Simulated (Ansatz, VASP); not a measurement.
## Zn in VASP and in Ansatz

POSCAR

```
Zn
1.0
    0.0000000000      2.0158318204      2.0158318204
    2.0158318204      0.0000000000      2.0158318204
    2.0158318204      2.0158318204      0.0000000000
Zn
1
Direct
    0.0000000000      0.0000000000      0.0000000000
```

INCAR.step1

```
PREC = Accurate
ENCUT = 520
ISMEAR = 1
SIGMA = 0.1
LREAL = False
LASPH = True
NELM = 80
NBANDS = 12
GGA = PE
ALGO = Normal
EDIFF = 1E-4
LWAVE = True
LCHARG = False
```

Contents of INCAR.step2:

```
PREC = Accurate
ENCUT = 520
EDIFF = 1E-7
ISMEAR = 1
SIGMA = 0.1
LREAL = False
LASPH = True
NELM = 80
ALGO = Normal
ISIF = 2
LWAVE = False
LCHARG = False
METAGGA = R2SCAN
LMIXTAU = True
NBANDS = 12
ISTART = 1
```

The input KPOINTS:

```
regular mesh
0
Gamma
  10 10 10
```

Input for Ansatz:

```yaml
crystal:
  lattice:
    - [0.0, 2.015831820364592, 2.015831820364592]
    - [2.015831820364592, 0.0, 2.015831820364592]
    - [2.015831820364592, 2.015831820364592, 0.0]
  atoms:
    - { symbol: Zn, position: [0.0, 0.0, 0.0] }
basis:
  ecutwfc: 517.016338673772
kpoints:
  mp_grid:
    grid: [10, 10, 10]
hamiltonian:
  xc: r2scan
scf:
  occupations:
    method: cold
    width: 0.1
output:
  stress: true
```

Alike in both runs: task single point; functional r2SCAN; k mesh 10 × 10 × 10; no spin polarisation.

|  | VASP | Ansatz |
| --- | --- | --- |
| version | VASP 6.6.1 | Ansatz 0.2.0 |
| potentials or method | VASP PAW PBE potentials, release 64 (Zn), cutoff 520 eV | plane waves, PAW |
| occupations | methfessel-paxton of order 1, width 0.1 eV | cold, width 0.1 eV |
| valence electrons in the cell | 12 | 12 |

|  | VASP | Ansatz | Ansatz less VASP |
| --- | --- | --- | --- |
| pressure (GPa) | -8.3 | -8.5 | -0.21 |

VASP's potentials were made for PBE, not for r2SCAN.
